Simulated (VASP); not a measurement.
Input of a VASP 6.6.1 run:

INCAR

```
ALGO = Normal
EDIFF = 1E-6
ENCUT = 520
ISIF = 2
ISMEAR = -1
LASPH = True
LCHARG = False
LREAL = False
LWAVE = False
NBANDS = 12
NELM = 100
PREC = Accurate
SIGMA = 0.1
```

The input KPOINTS:

```
k-points
0
Gamma
  14 14 14
```

POSCAR

```
V
1.0
    0.0000000000      1.8655300537      1.8655300537
    1.8655300537      0.0000000000      1.8655300537
    1.8655300537      1.8655300537      0.0000000000
V
1
Direct
    0.0000000000      0.0000000000      0.0000000000
```

Potentials or basis: VASP PAW LDA potentials, release 64 (V_sv).

Run with:

```bash
$ cat potpaw_LDA.64/V_sv/POTCAR > POTCAR
$ mpirun -np 1 vasp_std > vasp.out
```

(1) Estimate the band gap on the k mesh.

(2) Predict the pressure.

## Answers

(1) zero (an odd number of electrons rules out a gap without spin polarisation).

(2) 0.4 GPa.
